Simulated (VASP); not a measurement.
Set up this calculation in VASP 6.6.1, as the native input.

```yaml
Task: single point
Functional: PBE
Potentials_or_basis: VASP PAW PBE potentials, release 64 (Ge_d)
Cutoff: 520 eV
k_mesh: 8 × 8 × 8
Occupations: fermi-dirac, width 0.05 eV
Spin: no spin polarisation
Dipole_correction: no
Further_INCAR_settings: ALGO = Normal; EDIFF = 1e-06; NBANDS = 21
```

The structure of Ge lies in POSCAR:

```
Ge
1.0
    0.0000000000      2.8859759802      2.8859759802
    2.8859759802      0.0000000000      2.8859759802
    2.8859759802      2.8859759802      0.0000000000
Ge
2
Direct
    0.5000000000      0.5000000000      0.5000000000
    0.7500000000      0.7500000000      0.7500000000
```

The input as run:

INCAR

```
PREC = Accurate
ENCUT = 520
EDIFF = 1E-6
ISMEAR = -1
SIGMA = 0.05
LREAL = F
LASPH = T
NELM = 60
ALGO = Normal
ISIF = 2
LWAVE = F
LCHARG = F
GGA = PE
NBANDS = 21
```

KPOINTS

```
regular mesh
0
Gamma
  8 8 8
```

Potentials or basis: VASP PAW PBE potentials, release 64 (Ge_d).

Run with:

```console
$ cat potpaw_PBE.64/Ge_d/POTCAR > POTCAR
$ mpirun -np 1 vasp_std > vasp.out
```

It gave:

* Pressure: -0.4 GPa
* Band gap on the k mesh: zero (filled and empty bands touch)

It took 26 s on 1 thread of Intel Xeon 6975P-C, with other jobs on the host, peak memory 0.17 GiB.
